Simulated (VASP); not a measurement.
## Mn: single point with revPBE

Crystal: Mn.

```
Mn
1.0
     3.97333    0.00000    0.00000
    -1.98667    3.44101    0.00000
     0.00000    0.00000    2.49692
Mn
3
Direct
  0.00000 0.00000 0.00000
  0.33333 0.66667 0.50000
  0.66667 0.33333 0.50000
```

This isn't the form of Mn at room conditions, which is a 58-atom cubic cell.

```yaml
Program: VASP 6.6.1
Task: single point
Functional: revPBE
Potentials_or_basis: VASP PAW PBE potentials, release 64 (Mn_pv)
Cutoff: 520 eV
k_mesh: 11 × 11 × 14
Occupations: fermi-dirac, width 0.05 eV
Spin: collinear spin, ferromagnetic start
Starting_moments: "[3.0, 3.0, 3.0] μB"
```

```yaml
Pressure: -9.4 GPa
Net_moment: 0.00 μB per cell
Valence_electrons_inside_the_program's_atomic_spheres: Mn 11.82, 11.93 (each value once)
```

Stress tensor (GPa, compression positive):
```
-9.68  0.00  0.00
 0.00 -9.68  0.00
 0.00  0.00 -8.93
```

Levels at points of the mesh, in eV from the Fermi level:
Spin up:
```tsv
k point	band 15	band 16	band 17	band 18	band 19	band 20	band 21	band 22	band 23	band 24
(0.00, 0.00, 0.00)	-2.03	-1.56	-1.01	-0.47	-0.47	-0.06	-0.06	0.03	0.03	1.81
(0.00, 0.00, 0.50)	-2.78	-0.66	-0.66	-0.54	-0.54	1.30	1.30	1.65	1.65	2.21
```
Spin down:
```tsv
k point	band 16	band 17	band 18	band 19	band 20	band 21	band 22	band 23
(0.00, 0.00, 0.00)	-1.56	-1.01	-0.47	-0.47	-0.06	-0.06	0.03	0.03
(0.00, 0.00, 0.50)	-0.66	-0.66	-0.54	-0.54	1.30	1.30	1.65	1.65
```

It took 4.3 min on 1 thread of Intel(R) Xeon(R) Platinum 8488C (Sapphire Rapids), on a shared host, peak memory 0.28 GiB.

Caveat: the cell stands under tension; the moments typed at the start vanished in this run; the PAW data sets were made with another functional, which shifts forces and pressure a little.
